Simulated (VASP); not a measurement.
A run of VASP 6.6.1:

Contents of INCAR:

```
SYSTEM = Cu
ALGO     = Normal         ! electronic algorithm
EDIFF    = 1E-6           ! SCF threshold, eV
ENCUT    = 520            ! plane-wave cutoff, eV
GGA      = PE             ! functional
ISIF     = 2              ! what is computed and relaxed
ISMEAR   = 0              ! smearing method
LASPH    = .TRUE.         ! aspherical terms in the spheres
LCHARG   = .FALSE.        ! write CHGCAR
LREAL    = .FALSE.        ! projectors in reciprocal space
LWAVE    = .FALSE.        ! write WAVECAR
NBANDS   = 12             ! bands
NELM     = 100            ! most SCF steps
PREC     = Accurate       ! precision mode
SIGMA    = 0.05           ! smearing width, eV
```

Contents of KPOINTS:

```
k-points
0
G
  16 16 16
  0 0 0
```

Contents of POSCAR:

```
Cu
1.0
   -1.4427933200      1.4427933200      1.3760814500
    1.4427933200     -1.4427933200      1.3760814500
    1.4427933200      1.4427933200     -1.3760814500
Cu
1
Direct
    0.0000000000      0.0000000000      0.0000000000
```

Potentials or basis: VASP PAW PBE potentials, release 64 (Cu).

Launch:

```sh
$ cat potpaw_PBE.64/Cu/POTCAR > POTCAR
$ mpirun -np 1 vasp_std > vasp.out
```

Hardware: 1 thread of Intel Xeon 6975P-C (shared host).

Estimate the wall time of this run.

Wall time 26 s on 1 thread of Intel Xeon 6975P-C, on a shared host, peak memory 0.16 GiB. Counts: scf iterations 12, k points 349.
